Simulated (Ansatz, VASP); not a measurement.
# LiF in VASP and in Ansatz

Contents of INCAR:

```
SYSTEM = LiF
  PREC = Accurate
  ENCUT = 520
  EDIFF = 1E-6
  ISMEAR = 0
  SIGMA = 0.05
  LREAL = .FALSE.
  LASPH = .TRUE.
  NELM = 60
  ALGO = Normal
  ISIF = 2
  LWAVE = .FALSE.
  LCHARG = .TRUE.
  GGA = CA
  LELF = .TRUE.
  LVHAR = .TRUE.
  NBANDS = 18
```

File KPOINTS:

```
regular mesh
0
G
  9 9 6
  0 0 0
```

Contents of POSCAR:

```
LiF
1.0
    3.0631065845      0.0000000000      0.0000000000
   -1.5315532922      2.6527281167      0.0000000000
    0.0000000000      0.0000000000      4.5591278403
Li F
2 2
Direct
    0.3333333333      0.6666666667      0.3371874601
    0.6666666667      0.3333333333      0.8371874601
    0.3333333333      0.6666666667      0.9910195924
    0.6666666667      0.3333333333      0.4910195924
```

Input for Ansatz:

```yaml
crystal:
  lattice:
    - [3.0631065845, 0.0, 0.0]
    - [-1.5315532922, 2.6527281167, 0.0]
    - [0.0, 0.0, 4.5591278403]
  atoms:
    - { symbol: Li, position: [0.3333333333, 0.6666666667, 0.3371874601] }
    - { symbol: Li, position: [0.6666666667, 0.3333333333, 0.8371874601] }
    - { symbol: F, position: [0.3333333333, 0.6666666667, 0.9910195924] }
    - { symbol: F, position: [0.6666666667, 0.3333333333, 0.4910195924] }
basis:
  ecutwfc: 520.0
kpoints:
  mp_grid: { grid: [9, 9, 6] }
hamiltonian:
  xc: lda
scf:
  occupations: { method: gaussian, width: 0.05 }
output:
  forces: true
  stress: true
  eigenvalues: true
```

Alike in both runs: task single point; functional LDA; k mesh 9 × 9 × 6; occupations gaussian, width 0.05 eV; no spin polarisation.

|  | VASP | Ansatz |
| --- | --- | --- |
| version | VASP 6.6.1 | Ansatz 0.2.0 |
| potentials or method | VASP PAW LDA potentials, release 64 (Li_sv, F), cutoff 520 eV | scalar-relativistic, plane waves, PAW |
| valence electrons in the cell | 20 | 20 |

```tsv
	VASP	Ansatz	Ansatz less VASP
gap on the k mesh at the Fermi level (eV)	7.88	7.90	+0.016
least direct gap on the mesh (eV)	7.88	7.90	+0.016
rms of the force components (eV/Å)	1.188	1.155	-0.0332
```

LDA's correlation is that of Perdew and Zunger in VASP and of Perdew and Wang (1992) in Ansatz. Atom by atom the forces differ by 0.033 eV/Å (rms over components).

Noted on VASP's run: the cutoff is short for stress, so the pressure is rough.
